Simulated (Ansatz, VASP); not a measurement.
# One calculation of Br, two programs

```xyz
4
Lattice="4.9109 0.0000 0.0000 -2.4554 4.2530 0.0000 0.0000 0.0000 9.0239" Properties=species:S:1:pos:R:3 pbc="T T T"
Br    0.0000    0.0000    6.7680
Br    0.0000    0.0000    2.2560
Br    0.0000    2.8353    6.7680
Br    2.4554    1.4177    2.2560
```

Alike in both runs: functional PBE; k mesh 12 × 12 × 6; occupations gaussian, width 0.1 eV; no spin polarisation.

Ansatz relaxed the structure, and its values are those at the end. VASP's run is a single point on that final structure, the one shown.

|  | VASP | Ansatz |
| --- | --- | --- |
| version | VASP 6.6.1 | Ansatz 0.2.0 |
| potentials or method | VASP PAW PBE potentials, release 64 (Br), cutoff 520 eV | scalar-relativistic, plane waves, PAW |
| valence electrons in the cell | 28 | 28 |

```csv
,VASP,Ansatz,Ansatz less VASP
gap on the k mesh at the Fermi level (eV),none,none,-
pressure (GPa),0.0,0.0,0.00
```

A gap of «none» marks a metal or a gap that the smearing closes.
